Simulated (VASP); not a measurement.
A run of VASP 6.6.1:

POSCAR

```
ZnS
1.0
    0.0000000000      2.7020000000      2.7020000000
    2.7020000000      0.0000000000      2.7020000000
    2.7020000000      2.7020000000      0.0000000000
Zn S
1 1
Direct
    0.2500000000      0.2500000000      0.2500000000
    0.0000000000      0.0000000000      0.0000000000
```

The input INCAR.step1:

```
ALGO = Normal
EDIFF = 1E-6
ENCUT = 400
GGA = PE
GGA_COMPAT = F
ISIF = 2
ISMEAR = 0
LASPH = T
LCHARG = T
LORBIT = 11
LREAL = F
LWAVE = F
NBANDS = 16
NEDOS = 2001
NELM = 120
PREC = Accurate
SIGMA = 0.01
```

File KPOINTS.step1:

```
k-points
0
Gamma
  6 6 6
```

The input INCAR.step2:

```
ALGO = Normal
EDIFF = 1E-6
ENCUT = 400
GGA = PE
GGA_COMPAT = F
ICHARG = 11
ISIF = 2
ISMEAR = -5
LASPH = T
LCHARG = F
LORBIT = 11
LREAL = F
LWAVE = F
NEDOS = 2001
NELM = 120
PREC = Accurate
SIGMA = 0.01
```

Contents of KPOINTS.step2:

```
k-points
0
Gamma
  9 9 9
```

Potentials or basis: VASP PAW PBE potentials, release 64 (Zn, S).

The run is started by

```sh
$ cat potpaw_PBE.64/Zn/POTCAR potpaw_PBE.64/S/POTCAR > POTCAR
$ cp INCAR.step1 INCAR
$ cp KPOINTS.step1 KPOINTS
$ mpirun -np 1 vasp_std > vasp.out
$ cp INCAR.step2 INCAR
$ cp KPOINTS.step2 KPOINTS
$ mpirun -np 1 vasp_std > vasp.out
```

Hardware: 1 thread of AMD EPYC 7R43 64-Core Processor (Zen 3), with other jobs on the host.

Problem. Estimate the wall time of this run.

Solution. Wall time 17 s on 1 thread of AMD EPYC 7R43 64-Core Processor (Zen 3), on a shared host, peak memory 0.12 GiB. Counts: k points 35.
